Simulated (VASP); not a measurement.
# PbS in VASP: further runs

Runs on PbS. Level: PBEsol. Tasks: single point.

Program: VASP 6.6.1. These are calculated values, not measurements. Logs are shortened: lines on timing, memory, paths and dates and some standing lists are left out, and cuts for length are marked.

**1. The cell of the first run**

The cell holds a slab with vacuum, 4 atoms: a = 4.548 Å, b = 4.548 Å, c = 22.166 Å, α = 96.15°, β = 96.15°, γ = 92.75°.

**2. Single point, PBEsol (strained and its atoms moved)**

INCAR

```
SYSTEM = PbS
PREC = Accurate
ENCUT = 520
EDIFF = 1E-6
ISMEAR = 0
SIGMA = 0.02
LREAL = .FALSE.
LASPH = .TRUE.
NELM = 60
ALGO = Normal
ISIF = 2
LWAVE = .FALSE.
LCHARG = .TRUE.
GGA = PS
LELF = .TRUE.
LVHAR = .TRUE.
NBANDS = 28
```

KPOINTS

```
Automatic mesh
0
G
  6 6 2
  0 0 0
```

POSCAR

```
PbS
1.0
    3.1367374985     -3.2923160932     -0.0854877298
    3.1367374985      3.2923160932     -0.0854877298
   -2.8430452388      0.0000000000     21.9830083806
Pb S
2 2
Direct
    0.7441486939      0.7038233073      0.9336866483
    0.2961766927      0.2558513061      0.0663133517
    0.2079316838      0.2076570704      0.9397673226
    0.7923429296      0.7920683162      0.0602326774
```

Potentials or basis: VASP PAW PBE potentials, release 64 (Pb_d, S).

Command:

```bash
> cat potpaw_PBE.64/Pb_d/POTCAR potpaw_PBE.64/S/POTCAR > POTCAR
> mpirun -np 1 vasp_std > vasp.out
```

OUTCAR:

```text
SYSTEM = PbS
   PREC = Accurate
   ENCUT = 520
   EDIFF = 1E-6
   ISMEAR = 0
   LREAL = .FALSE.
   LASPH = .TRUE.
   NELM = 60
   ISIF = 2
   GGA = PS

 ion  position               nearest neighbor table
   1  0.744  0.704  0.934-   4 2.77   3 3.02   3 3.17   3 3.27   3 3.43
   2  0.296  0.256  0.066-   3 2.77   4 3.02   4 3.17   4 3.27   4 3.43
   3  0.208  0.208  0.940-   2 2.77   1 3.02   1 3.17   1 3.27   1 3.43
   4  0.792  0.792  0.060-   1 2.77   2 3.02   2 3.17   2 3.27   2 3.43

  Warning from LATTYP: Got some problem with cell dimensions!
  Tried to take original basis but could not verify dimensions!
  LATTYP: Found a base centered monoclinic cell.
 ALAT       =     6.2758044222
 B/A-ratio  =     1.0492092716
 C/A-ratio  =     3.5182965493
 COS(beta)  =    -0.1283922200

  Lattice vectors:

 A1 = (  -3.1367374985,   3.2923160932,   0.0854877298)
 A2 = (  -3.1367374985,  -3.2923160932,   0.0854877298)
 A3 = (   3.4304297582,   0.0000000000,  21.8120329210)

Analysis of symmetry for initial positions (statically):
=====================================================================
 Subroutine PRICEL returns:
 Original cell was already a primitive cell.

 Routine SETGRP: Setting up the symmetry group for a
 base centered monoclinic supercell.

 Subroutine GETGRP returns: Found  2 space group operations
 (whereof  2 operations were pure point group operations)
 out of a pool of  4 trial point group operations.

The static configuration has the point symmetry C_2 .

Analysis of symmetry for dynamics (positions and initial velocities):
=====================================================================
 Subroutine PRICEL returns:
 Original cell was already a primitive cell.

 Routine SETGRP: Setting up the symmetry group for a
 base centered monoclinic supercell.

 Subroutine GETGRP returns: Found  2 space group operations
 (whereof  2 operations were pure point group operations)
 out of a pool of  4 trial point group operations.

The dynamic configuration has the point symmetry C_2 .

 Subroutine INISYM returns: Found  2 space group operations
 (whereof  2 operations are pure point group operations),
 and found     1 'primitive' translations

----------------------------------------------------------------------------------------

                                     Primitive cell

  volume of cell :     452.4425

  direct lattice vectors                    reciprocal lattice vectors
     3.136737499 -3.292316093 -0.085487730     0.159965118 -0.151868771  0.020688163
     3.136737499  3.292316093 -0.085487730     0.159965118  0.151868771  0.020688163
    -2.843045239  0.000000000 21.983008381     0.001244148  0.000000000  0.045650584

  length of vectors
     4.548161776  4.548161776 22.166090402     0.221542237  0.221542237  0.045667535

  position of ions in fractional coordinates (direct lattice)
     0.744148694  0.703823307  0.933686648
     0.296176693  0.255851306  0.066313352
     0.207931684  0.207657070  0.939767323
     0.792342930  0.792068316  0.060232677

  ion indices of the primitive-cell ions
   primitive index   ion index
                 1           1
                 2           2
                 3           3
                 4           4

----------------------------------------------------------------------------------------

 KPOINTS: Automatic mesh

Automatic generation of k-mesh.
 Grid dimensions read from file:
 generate k-points for:    6    6    2

 Generating k-lattice:

  Cartesian coordinates                     Fractional coordinates (reciprocal lattice)
     0.026660853 -0.025311462  0.003448027     0.166666667  0.000000000  0.000000000
     0.026660853  0.025311462  0.003448027     0.000000000  0.166666667  0.000000000
     0.000622074  0.000000000  0.022825292     0.000000000  0.000000000  0.500000000

  Length of vectors
     0.036923706  0.036923706  0.022833767

  Shift w.r.t. Gamma in fractional coordinates (k-lattice)
     0.000000000  0.000000000  0.000000000

 Subroutine IBZKPT returns following result:
 ===========================================

 Found     26 irreducible k-points:

 Following reciprocal coordinates:
            Coordinates               Weight
  0.000000  0.000000  0.000000      1.000000
  0.166667  0.000000 -0.000000      4.000000
  0.333333  0.000000 -0.000000      4.000000
  0.500000  0.000000 -0.000000      2.000000
  0.166667  0.166667 -0.000000      2.000000
  0.333333  0.166667 -0.000000      4.000000
[... 16 lines left out ...]
  0.333333  0.333333  0.500000      2.000000
  0.500000  0.333333  0.500000      4.000000
 [... further k-points ...]
   k-points           NKPTS =     26   k-points in BZ     NKDIM =     26   number of bands    NBANDS=     28
   number of dos      NEDOS =    301   number of ions     NIONS =      4
   total plane-waves  NPLWV = 217728
   dimension x,y,z NGX =    36 NGY =   36 NGZ =  168
   dimension x,y,z NGXF=    72 NGYF=   72 NGZF=  336
   ions per type =               2   2
   NGX,Y,Z   is equivalent  to a cutoff of  13.16, 13.16, 12.60 a.u.
   NGXF,Y,Z  is equivalent  to a cutoff of  26.32, 26.32, 25.20 a.u.
 SYSTEM =  PbS
   PREC   = accura    normal or accurate (medium, high low for compatibility)
   ISTART =      0    job   : 0-new  1-cont  2-samecut
   ICHARG =      2    charge: 1-file 2-atom 10-const
   ISPIN  =      1    spin polarized calculation?
   LNONCOLLINEAR =      F non collinear calculations
   LSORBIT =      F    spin-orbit coupling
   LASPH  =      T    aspherical Exc in radial PAW
   ENCUT  =  520.0 eV  38.22 Ry    6.18 a.u.   8.46  8.46 41.21*2*pi/ulx,y,z
   NELM   =     60;   NELMIN=  2; NELMDL= -5     # of ELM steps
   EDIFF  = 0.1E-05   stopping-criterion for ELM
   LREAL  =      F    real-space projection
   EDIFFG = 0.1E-04   stopping-criterion for IOM
   NSW    =      0    number of steps for IOM
   IBRION =     -1    ionic relax: 0-MD 1-quasi-New 2-CG
   NFREE  =      0    steps in history (QN), initial steepest desc. (CG)
   ISIF   =      2    stress and relaxation
   ISYM   =      2    0-nonsym 1-usesym 2-fastsym
   POTIM  = 0.5000    time-step for ionic-motion
   TEBEG  =    0.0;   TEEND  =   0.0 temperature during run
   PSTRESS=    0.0 pullay stress
   NELECT =      40.0000    total number of electrons
   NUPDOWN=      -1.0000    fix difference up-down
   EMIN   =  10.00;   EMAX   =-10.00  energy-range for DOS
   EFERMI =   0.00;   METHOD = LEGACY
   ISMEAR =     0;   SIGMA  =   0.02  broadening in eV -4-tet -1-fermi 0-gaus
   EFERMI_NEDOS =   21; number of points for ismear=-14 and -15
   IALGO  =     38    algorithm
   IMIX   =      4    mixing-type and parameters
     AMIX     =   0.40;   BMIX     =  1.00
     AMIX_MAG =   1.60;   BMIX_MAG =  1.00
  volume/ion in A,a.u.               =     113.11       763.31
  Fermi-wavevector in a.u.,A,eV,Ry     =   0.729301  1.378180  7.236674  0.531881
  Thomas-Fermi vector in A             =   1.820989
   LORBIT       =      0    0 simple, 1 ext, 2 COOP (PROOUT), +10 PAW based schemes
   GGA     = PS    functional components
   LHFCALC =     F    Hartree Fock is set to
   AEXX    =    0.0000 exact exchange contribution
   IVDW    =     0    specifies the selected vdW correction
   LEPSILON=     F    determine dielectric tensor
   LRPA    =     F    only Hartree local field effects (RPA)
 non-spin polarized calculation
 Gauss-broadening in eV      SIGMA  =   0.02
  energy-cutoff  :      520.00
  volume of cell :      452.44
 maximum number of plane-waves:     12250
 NGX is ok and might be reduce to    36
   NGX = 17   NGY = 17   NGZ = 83

 number of electron      39.9999999 magnetization

 Free energy of the ion-electron system (eV)
  ---------------------------------------------------
  ext. energy  EPLUGINS =         0.00000000
  ---------------------------------------------------
  free energy    TOTEN  =       -17.81815607 eV

  energy without entropy =      -17.81815607  energy(sigma->0) =      -17.81815607

 E-fermi :  -2.6852     XC(G=0):  -2.9445

 val. band max:       -2.8011418999   @ k =   0.3333   0.1667   0.5000
 cond. band min:      -0.9652342058   @ k =   0.5000   0.0000  -0.0000
 fundamental gap:      1.8359076941
 Fermi energy:        -2.6851758872

 k-point     1 :       0.0000    0.0000    0.0000
  band No.  band energies     occupation
      1     -18.8552      2.00000
      2     -18.8432      2.00000
      3     -18.8347      2.00000
      4     -18.8294      2.00000
      5     -18.8101      2.00000
      6     -18.8056      2.00000
[... 20 lines left out ...]
     27       2.3138      0.00000
     28       2.4929      0.00000

 k-point     2 :       0.1667    0.0000   -0.0000
  band No.  band energies     occupation
      1     -18.8504      2.00000
      2     -18.8391      2.00000
      3     -18.8329      2.00000
      4     -18.8302      2.00000
      5     -18.8133      2.00000
      6     -18.8047      2.00000
[... 20 lines left out ...]
     27       2.3942      0.00000
     28       2.6609      0.00000

 k-point     3 :       0.3333    0.0000   -0.0000
  band No.  band energies     occupation
      1     -18.8431      2.00000
      2     -18.8359      2.00000
      3     -18.8289      2.00000
      4     -18.8273      2.00000
      5     -18.8155      2.00000
      6     -18.8031      2.00000
[... 20 lines left out ...]
     27       2.8265      0.00000
     28       3.0977      0.00000

 k-point     4 :       0.5000    0.0000   -0.0000
  band No.  band energies     occupation
      1     -18.8409      2.00000
      2     -18.8369      2.00000
      3     -18.8271      2.00000
      4     -18.8248      2.00000
      5     -18.8113      2.00000
      6     -18.8057      2.00000
[... 578 lines left out ...]
     27       2.5468      0.00000
     28       2.6716      0.00000

 k-point    23 :       0.3333    0.3333    0.5000
  band No.  band energies     occupation
      1     -18.8620      2.00000
      2     -18.8403      2.00000
      3     -18.8225      2.00000
      4     -18.8182      2.00000
      5     -18.8115      2.00000
      6     -18.8079      2.00000
[... 20 lines left out ...]
     27       3.4949      0.00000
     28       3.5478      0.00000

 k-point    24 :       0.5000    0.3333    0.5000
  band No.  band energies     occupation
      1     -18.8662      2.00000
      2     -18.8483      2.00000
      3     -18.8203      2.00000
      4     -18.8151      2.00000
      5     -18.8113      2.00000
      6     -18.8083      2.00000
[... 20 lines left out ...]
     27       3.4425      0.00000
     28       3.6504      0.00000

 [... further k-points ...]

------------------------ aborting loop because EDIFF is reached ----------------------------------------

  FORCE on cell =-STRESS in cart. coord.  units (eV):
  Direction    XX          YY          ZZ          XY          YZ          ZX
  --------------------------------------------------------------------------------------
  -------------------------------------------------------------------------------------
  Total       -5.7983441     -6.8840749     -4.3711114      0.0000000      0.0000000     -0.1827227
  in kB      -20.5329432    -24.3777047    -15.4788646      0.0000000      0.0000000     -0.6470528
  external PRESSURE =     -20.1298375 kB  Pullay stress =       0.0000000 kB

 VOLUME and BASIS-vectors are now :
 -----------------------------------------------------------------------------
  energy-cutoff  :      520.00
  volume of cell :      452.44
      direct lattice vectors                 reciprocal lattice vectors
     3.136737499 -3.292316093 -0.085487730     0.159965118 -0.151868771  0.020688163
     3.136737499  3.292316093 -0.085487730     0.159965118  0.151868771  0.020688163
    -2.843045239  0.000000000 21.983008381     0.001244148  0.000000000  0.045650584

 POSITION                                       TOTAL-FORCE (eV/Angst)
 -----------------------------------------------------------------------------------
      1.88739     -0.13276     20.40146         0.143847     -0.149404      0.962098
      1.54304     -0.13276      1.41058        -0.143847     -0.149404     -0.962098
     -1.36821     -0.00090     20.62339        -0.029137      0.149404      0.581016
      4.79864     -0.00090      1.18865         0.029137      0.149404     -0.581016
 -----------------------------------------------------------------------------------
    total drift:                               -0.000000     -0.000068      0.000000

  FREE ENERGIE OF THE ION-ELECTRON SYSTEM (eV)
  ---------------------------------------------------
  free  energy   TOTEN  =       -17.8181560744 eV

  energy  without entropy=      -17.8181560744  energy(sigma->0) =      -17.81815607
```

It took 8.6 min on 1 thread of Oxide Virtual Turin-like, shared host; peak memory 0.62 GiB.

Results:

```yaml
Free_energy: -17.8182 eV
Largest_force: 0.984 eV/Å
Band_gap_on_the_k_mesh: 1.84 eV (least direct gap 1.91 eV)
```

Forces on the atoms (eV/Å):
```
Pb   0.144 -0.149  0.962
Pb  -0.144 -0.149 -0.962
S   -0.029  0.149  0.581
S    0.029  0.149 -0.581
```

Levels at points of the mesh, in eV from the valence-band top:
| k point | band 18 | band 19 | band 20 | band 21 | band 22 | band 23 |
| --- | --- | --- | --- | --- | --- | --- |
| (0.00, 0.00, 0.00) | -0.88 | -0.57 | -0.05 | 2.46 | 4.03 | 4.32 |
| (0.50, 0.00, 0.00) | -0.60 | -0.15 | -0.07 | 1.84 | 1.94 | 2.90 |
| (0.50, 0.50, 0.00) | -1.69 | -1.08 | -0.79 | 3.89 | 4.12 | 4.28 |
| (0.00, 0.00, 0.50) | -0.88 | -0.57 | -0.05 | 2.46 | 4.04 | 4.33 |
| (0.50, 0.00, 0.50) | -0.60 | -0.15 | -0.07 | 1.84 | 1.94 | 2.90 |
| (0.50, 0.50, 0.50) | -1.69 | -1.08 | -0.79 | 3.89 | 4.12 | 4.28 |

Caveat: the cell differs from its parent crystal (strained and its atoms moved); there is no dipole correction, which matters where the two faces differ; the PAW data sets were made with another functional, which shifts forces and pressure a little; spin-orbit coupling is left out, which moves the levels of the heavy elements.

[end of part 1 of 2]
